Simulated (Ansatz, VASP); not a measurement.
# PbSe in VASP and in Ansatz

File INCAR:

```
SYSTEM = PbSe
ALGO = Normal
EDIFF = 1E-6
ENCUT = 520
GGA = PE
ISIF = 2
ISMEAR = -1
LASPH = .True.
LCHARG = .False.
LREAL = .False.
LWAVE = .False.
NBANDS = 17
NELM = 60
PREC = Accurate
SIGMA = 0.1
```

The input KPOINTS:

```
k-points
0
Gamma
  8 8 8
  0 0 0
```

Contents of POSCAR:

```
PbSe
1.0
    0.0000000000      3.1050000000      3.1050000000
    3.1050000000      0.0000000000      3.1050000000
    3.1050000000      3.1050000000      0.0000000000
Pb Se
1 1
Direct
    0.0000000000      0.0000000000      0.0000000000
    0.5000000000      0.5000000000      0.5000000000
```

Input for Ansatz:

```yaml
crystal:
  lattice:
    - [0, 3.105, 3.105]
    - [3.105, 0, 3.105]
    - [3.105, 3.105, 0]
  atoms:
    - { symbol: Pb, position: [0, 0, 0] }
    - { symbol: Se, position: [0.5, 0.5, 0.5] }
kpoints:
  mp_grid: { grid: [8, 8, 8] }
hamiltonian:
  xc: pbe
  pseudopotentials:
    kind: paw
    azcp:
      Pb: "pseudopotentials/pbe/paw/ansatz_paw_generated_hard_1/Pb.paw.azcp"
      Se: "pseudopotentials/pbe/paw/ansatz_paw_generated_hard_1/Se.paw.azcp"
scf:
  occupations: { method: fermi_dirac, width: 0.1 }
  convergence: { dr2_threshold: "1e-10 eV" }
  max_iter: 300
output:
  forces: true
  stress: true
  eigenvalues: true
```

Alike in both runs: task single point; functional PBE; k mesh 8 × 8 × 8; occupations fermi-dirac, width 0.1 eV; no spin polarisation.

|  | VASP | Ansatz |
| --- | --- | --- |
| version | VASP 6.6.1 | Ansatz 0.2.0 development build |
| potentials or method | VASP PAW PBE potentials, release 64 (Pb_d, Se) | plane waves, PAW datasets (generated hard set |
| plane-wave cutoff (eV) | 520 | 700 |
| valence electrons in the cell | 20 | 38 |

|  | VASP | Ansatz | Ansatz less VASP |
| --- | --- | --- | --- |
| gap on the k mesh at the Fermi level (eV) | 0.43 | 0.43 | +0.001 |

VASP's potentials hold 20 valence electrons a cell and Ansatz's 38, so a difference there can come from the potentials and not from the codes.

Neither program's run includes spin-orbit coupling.
